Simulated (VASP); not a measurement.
# SnO (Cm) in VASP: further runs

The runs below take SnO through single point, with PBEsol+D3(BJ).

Program: VASP 6.6.1. These are calculated values, not measurements. Logs are shortened: lines on timing, memory, paths and dates and some standing lists are left out, and cuts for length are marked.

### 1 The cell of the first run

The structure is monoclinic, space group Cm (No. 8). Conventional cell: a = 5.332 Å, b = 5.332 Å, c = 4.563 Å, α = 90.00°, β = 90.00°, γ = 90.00°. Sn (site symmetry m) has 4 O at 2.18 to 2.36 Å within 2.9 Å. Within 2.7 Å of Sn (site symmetry m) lie 4 O at 2.07 to 2.25 Å. O (site symmetry 1) has 4 Sn at 2.07 to 2.36 Å and 4 O at 2.67 Å within 2.7 Å.

### 2 Single point, PBEsol+D3(BJ) (all Sn atoms moved +0.188 Å, as atom 1 along Cartesian [1 1 1])

Input file INCAR:

```
SYSTEM = SnO
  ALGO = Normal
  EDIFF = 1E-6
  ENCUT = 600
  GGA = PS
  GGA_COMPAT = .FALSE.
  ISIF = 2
  ISMEAR = 0
  IVDW = 12
  LASPH = .TRUE.
  LCHARG = .FALSE.
  LREAL = .FALSE.
  LWAVE = .FALSE.
  NBANDS = 28
  NELM = 120
  PREC = Accurate
  SIGMA = 0.15
```

Input file KPOINTS:

```
k-points
0
G
  12 12 10
  0 0 0
```

Input file POSCAR:

```
SnO
1.0
    3.7703910616      0.0000000000      0.0000000000
    0.0000000000      3.7703910616      0.0000000000
    0.0000000000      0.0000000000      4.5633702865
Sn O
2 2
Direct
    0.0287113919      0.5287113919      0.2769807878
    0.5287113919      0.0287113919      0.7704636090
    0.0000000000      0.0000000000      0.0000000000
    0.5000000000      0.5000000000      0.0000000000
```

Potentials or basis: VASP PAW PBE potentials, release 64 (Sn_d, O).

Launch:

```console
$ cat potpaw_PBE.64/Sn_d/POTCAR potpaw_PBE.64/O/POTCAR > POTCAR
$ mpirun -np 1 vasp_std > vasp.out
```

OUTCAR:

```text
SYSTEM = SnO
   EDIFF = 1E-6
   ENCUT = 600
   GGA = PS
   ISIF = 2
   ISMEAR = 0
   IVDW = 12
   LASPH = .TRUE.
   LREAL = .FALSE.
   NELM = 120
   PREC = Accurate
 IVDW          = 12

 ion  position               nearest neighbor table
   1  0.029  0.529  0.277-   3 2.18   4 2.18   3 2.36   4 2.36   2 3.49   2 3.49   2 3.49   2 3.49
                             2 3.53   2 3.53   2 3.53   2 3.53
   2  0.529  0.029  0.770-   3 2.07   4 2.07   4 2.25   3 2.25   1 3.49   1 3.49   1 3.49   1 3.49
                             1 3.53   1 3.53   1 3.53   1 3.53
   3  0.000  0.000  0.000-   2 2.07   1 2.18   2 2.25   1 2.36
   4  0.500  0.500  0.000-   2 2.07   1 2.18   2 2.25   1 2.36

  LATTYP: Found a simple tetragonal cell.
 ALAT       =     3.7703910616
 C/A-ratio  =     1.2103175007

  Lattice vectors:

 A1 = (   3.7703910616,   0.0000000000,   0.0000000000)
 A2 = (   0.0000000000,   3.7703910616,   0.0000000000)
 A3 = (   0.0000000000,   0.0000000000,   4.5633702865)

Analysis of symmetry for initial positions (statically):
=====================================================================
 Subroutine PRICEL returns:
 Original cell was already a primitive cell.

 Routine SETGRP: Setting up the symmetry group for a
 simple tetragonal supercell.

 Subroutine GETGRP returns: Found  2 space group operations
 (whereof  1 operations were pure point group operations)
 out of a pool of 16 trial point group operations.

The static configuration has the point symmetry C_1 .
 The point group associated with its full space group is C_1h.

Analysis of symmetry for dynamics (positions and initial velocities):
=====================================================================
 Subroutine PRICEL returns:
 Original cell was already a primitive cell.

 Routine SETGRP: Setting up the symmetry group for a
 simple tetragonal supercell.

 Subroutine GETGRP returns: Found  2 space group operations
 (whereof  1 operations were pure point group operations)
 out of a pool of 16 trial point group operations.

The dynamic configuration has the point symmetry C_1 .
 The point group associated with its full space group is C_1h.

 Subroutine INISYM returns: Found  2 space group operations
 (whereof  1 operations are pure point group operations),
 and found     1 'primitive' translations

----------------------------------------------------------------------------------------

                                     Primitive cell

[... 94 lines left out ...]
   EDIFF  = 0.1E-05   stopping-criterion for ELM
   LREAL  =      F    real-space projection
   EDIFFG = 0.1E-04   stopping-criterion for IOM
   NSW    =      0    number of steps for IOM
   IBRION =     -1    ionic relax: 0-MD 1-quasi-New 2-CG
   NFREE  =      0    steps in history (QN), initial steepest desc. (CG)
   ISIF   =      2    stress and relaxation
   ISYM   =      2    0-nonsym 1-usesym 2-fastsym
   POTIM  = 0.5000    time-step for ionic-motion
   TEBEG  =    0.0;   TEEND  =   0.0 temperature during run
   PSTRESS=    0.0 pullay stress
   NELECT =      40.0000    total number of electrons
   NUPDOWN=      -1.0000    fix difference up-down
   EMIN   =  10.00;   EMAX   =-10.00  energy-range for DOS
   EFERMI =   0.00;   METHOD = LEGACY
   ISMEAR =     0;   SIGMA  =   0.15  broadening in eV -4-tet -1-fermi 0-gaus
   EFERMI_NEDOS =   21; number of points for ismear=-14 and -15
   IALGO  =     38    algorithm
   IMIX   =      4    mixing-type and parameters
     AMIX     =   0.40;   BMIX     =  1.00
     AMIX_MAG =   1.60;   BMIX_MAG =  1.00
  volume/ion in A,a.u.               =      16.22       109.44
  Fermi-wavevector in a.u.,A,eV,Ry     =   1.393398  2.633141 26.416518  1.941559
  Thomas-Fermi vector in A             =   2.517048
   LORBIT       =      0    0 simple, 1 ext, 2 COOP (PROOUT), +10 PAW based schemes
   GGA     = PS    functional components
   LHFCALC =     F    Hartree Fock is set to
   AEXX    =    0.0000 exact exchange contribution
   IVDW    =    12    specifies the selected vdW correction
   LEPSILON=     F    determine dielectric tensor
   LRPA    =     F    only Hartree local field effects (RPA)
 non-spin polarized calculation
 Gauss-broadening in eV      SIGMA  =   0.15
  energy-cutoff  :      600.00
  volume of cell :       64.87
 maximum number of plane-waves:      2198
   NGX = 15   NGY = 15   NGZ = 19

 number of electron      40.0000007 magnetization

 Free energy of the ion-electron system (eV)
  ---------------------------------------------------
  ext. energy  EPLUGINS =         0.00000000
  ---------------------------------------------------
  free energy    TOTEN  =       -24.00632522 eV

  energy without entropy =      -24.00172700  energy(sigma->0) =      -24.00402611

 E-fermi :   7.9502     XC(G=0): -10.9306

 val. band max:        7.9465060676   @ k =   0.0000   0.0000   0.0000
 cond. band min:       7.9658871320   @ k =   0.0833   0.0000   0.0000
 fundamental gap:      0.0193810644
 Fermi energy:         7.9502150686

 k-point     1 :       0.0000    0.0000    0.0000
  band No.  band energies     occupation
      1     -14.1631      2.00000
      2     -13.6817      2.00000
      3     -13.6787      2.00000
      4     -13.6427      2.00000
      5     -13.6278      2.00000
      6     -13.6140      2.00000
[... 733 lines left out ...]
     27      16.1650      0.00000
     28      16.6788      0.00000

 [... further k-points ...]

------------------------ aborting loop because EDIFF is reached ----------------------------------------

 Edisp (eV)   -0.93351

 E8    (eV) :    -0.6177

  FORCE on cell =-STRESS in cart. coord.  units (eV):
  Direction    XX          YY          ZZ          XY          YZ          ZX
  --------------------------------------------------------------------------------------
  -------------------------------------------------------------------------------------
  Total       0.87016     0.87016     0.48000    -0.13199     0.33809     0.33809
  in kB      21.49075    21.49075    11.85485    -3.25983     8.35004     8.35002
  external pressure =       18.28 kB  Pullay stress =        0.00 kB

 VOLUME and BASIS-vectors are now :
 -----------------------------------------------------------------------------
  energy-cutoff  :      600.00
  volume of cell :       64.87
      direct lattice vectors                 reciprocal lattice vectors
     3.770391062  0.000000000  0.000000000     0.265224478  0.000000000  0.000000000
     0.000000000  3.770391062  0.000000000     0.000000000  0.265224478  0.000000000
     0.000000000  0.000000000  4.563370286     0.000000000  0.000000000  0.219136282

 POSITION                                       TOTAL-FORCE (eV/Angst)
 -----------------------------------------------------------------------------------
      0.10825      1.99345      1.26397        -0.267409     -0.267409     -0.412260
      1.99345      0.10825      3.51591        -0.714762     -0.714762     -1.175993
      0.00000      0.00000      0.00000         0.754878      0.227292      0.794127
      1.88520      1.88520      0.00000         0.227292      0.754878      0.794127
 -----------------------------------------------------------------------------------
    total drift:                                0.000927      0.000927     -0.000029

  FREE ENERGIE OF THE ION-ELECTRON SYSTEM (eV)
  ---------------------------------------------------
  free  energy   TOTEN  =       -24.9398397975 eV

  energy  without entropy=      -24.9352415846  energy(sigma->0) =      -24.93754069
```

OSZICAR:

```text
N       E                     dE             d eps       ncg     rms          rms(c)
DAV:   1     0.436438124811E+03    0.43644E+03   -0.21574E+04 23008   0.245E+03
DAV:   2     0.387265627463E+02   -0.39771E+03   -0.38162E+03 22968   0.582E+02
DAV:   3    -0.241152132912E+02   -0.62842E+02   -0.61587E+02 25136   0.188E+02
DAV:   4    -0.271716625075E+02   -0.30564E+01   -0.30384E+01 26160   0.434E+01
DAV:   5    -0.272409409140E+02   -0.69278E-01   -0.69266E-01 24552   0.706E+00    0.109E+01
DAV:   6    -0.240654325417E+02    0.31755E+01   -0.13828E+01 36484   0.447E+01    0.484E+00
DAV:   7    -0.240411052059E+02    0.24327E-01   -0.16294E+00 25124   0.816E+00    0.241E+00
DAV:   8    -0.240160612730E+02    0.25044E-01   -0.27101E-01 28272   0.374E+00    0.746E-01
DAV:   9    -0.240057312728E+02    0.10330E-01   -0.41206E-02 36888   0.235E+00    0.208E-01
DAV:  10    -0.240064828171E+02   -0.75154E-03   -0.58143E-03 29928   0.873E-01    0.100E-01
DAV:  11    -0.240063165304E+02    0.16629E-03   -0.10927E-03 34396   0.363E-01    0.213E-02
DAV:  12    -0.240063309850E+02   -0.14455E-04   -0.14791E-04 25120   0.855E-02    0.248E-02
DAV:  13    -0.240063254499E+02    0.55351E-05   -0.21316E-05 30964   0.412E-02    0.573E-03
DAV:  14    -0.240063252170E+02    0.23287E-06   -0.23268E-06 20580   0.143E-02
   1 F= -.24939840E+02 E0= -.24937541E+02  d E =-.459821E-02
```

Wall time 4.6 min (1 thread of Intel Xeon 6975P-C (Granite Rapids), shared host); peak memory 0.75 GiB.

Results:

* Free energy: -24.9398 eV
* Pressure: 1.8 GPa
* Largest force: 1.551 eV/Å
* Band gap on the k mesh: zero (bands 20 and 21 overlap by 0.45 eV)
* Dispersion energy per atom: -0.233 eV

Forces on the atoms (eV/Å):
```
Sn  -0.267 -0.267 -0.412
Sn  -0.715 -0.715 -1.176
O    0.755  0.227  0.794
O    0.227  0.755  0.794
```

Stress tensor (GPa, compression positive):
```
 2.15 -0.33  0.84
-0.33  2.15  0.84
 0.84  0.84  1.19
```

Levels at points of the mesh, in eV from the Fermi level:
```csv
k point,band 18,band 19,band 20,band 21,band 22,band 23
"(0.00, 0.00, 0.00)",-3.24,-3.17,0.00,2.44,4.01,4.26
"(0.50, 0.00, 0.00)",-4.71,-3.10,-2.92,3.41,3.50,5.47
"(0.50, 0.50, 0.00)",-2.48,-2.23,-1.72,-0.42,-0.41,4.02
"(0.00, 0.00, 0.50)",-3.19,-2.61,-2.24,1.65,2.38,2.54
"(0.50, 0.00, 0.50)",-4.74,-2.05,-1.58,2.74,2.97,4.75
"(0.50, 0.50, 0.50)",-2.77,-2.72,-2.48,2.02,2.11,4.64
```

Caveat: the cell differs from its parent crystal (all Sn atoms moved +0.188 Å, as atom 1 along Cartesian [1 1 1]); semilocal functionals underestimate gaps, and a narrow one can read as zero; the PAW data sets were made with another functional, which shifts forces and pressure a little; spin-orbit coupling is left out, which moves the levels of the heavy elements.

### 3 Single point, PBEsol+D3(BJ) (all Sn atoms moved -0.300 Å, as atom 1 along Cartesian [1 1 1])

Input file INCAR:

```
SYSTEM = SnO
PREC = Accurate
ENCUT = 600
EDIFF = 1E-6
ISMEAR = 0
SIGMA = 0.15
LREAL = .FALSE.
LASPH = .TRUE.
NELM = 120
ALGO = Normal
ISIF = 2
LWAVE = .FALSE.
LCHARG = .FALSE.
GGA = PS
IVDW = 12
NBANDS = 28
GGA_COMPAT = .FALSE.
```

Input file KPOINTS:

```
regular mesh
0
G
  12 12 10
  0 0 0
```

POSCAR: that of step 2 with these lines changed.

```diff
@@ -8,4 +8,4 @@
 Direct
-    0.0287113919      0.5287113919      0.2769807878
-    0.5287113919      0.0287113919      0.7704636090
+   -0.0459382271      0.4540617729      0.2153030719
+    0.4540617729     -0.0459382271      0.7087858931
     0.0000000000      0.0000000000      0.0000000000
```

Potentials or basis: VASP PAW PBE potentials, release 64 (Sn_d, O).

Launch:

```console
$ cat potpaw_PBE.64/Sn_d/POTCAR potpaw_PBE.64/O/POTCAR > POTCAR
$ mpirun -np 1 vasp_std > vasp.out
```

Run time: 9.6 min. Hardware: 1 thread of Oxide Virtual Turin-like, shared host; peak memory 0.72 GiB.

It converged, with:

```
Free energy                : -24.6228 eV
Pressure                   : 4.5 GPa
Largest force              : 3.074 eV/Å
Band gap on the k mesh     : zero (bands 20 and 21 overlap by 0.41 eV)
Dispersion energy per atom : -0.233 eV
```

Forces in eV/Å, atoms in the order of the input:
```
Sn   1.468  1.468  2.266
Sn   0.291  0.291  0.544
O   -0.159 -1.601 -1.405
O   -1.601 -0.159 -1.405
```

Stress tensor (GPa, compression positive):
```
 5.42 -1.09  2.16
-1.09  5.42  2.16
 2.16  2.16  2.75
```

Levels at points of the mesh, in eV from the Fermi level:
```
           k point  band 18  band 19  band 20  band 21  band 22  band 23
(0.00, 0.00, 0.00)    -3.16    -3.08    -0.03     2.52     3.75     4.19
(0.50, 0.00, 0.00)    -4.50    -3.14    -2.86     3.32     3.47     5.36
(0.50, 0.50, 0.00)    -2.41    -2.40    -1.57    -0.38    -0.36     3.74
(0.00, 0.00, 0.50)    -3.10    -2.59    -2.16     1.66     2.32     2.69
(0.50, 0.00, 0.50)    -4.58    -2.16    -1.42     2.64     3.02     4.57
(0.50, 0.50, 0.50)    -2.75    -2.59    -2.41     1.88     2.06     4.73
```

Caveat: the cell differs from its parent crystal (all Sn atoms moved -0.300 Å, as atom 1 along Cartesian [1 1 1]); the cell stands under pressure; semilocal functionals underestimate gaps, and a narrow one can read as zero; the PAW data sets were made with another functional, which shifts forces and pressure a little; spin-orbit coupling is left out, which moves the levels of the heavy elements.
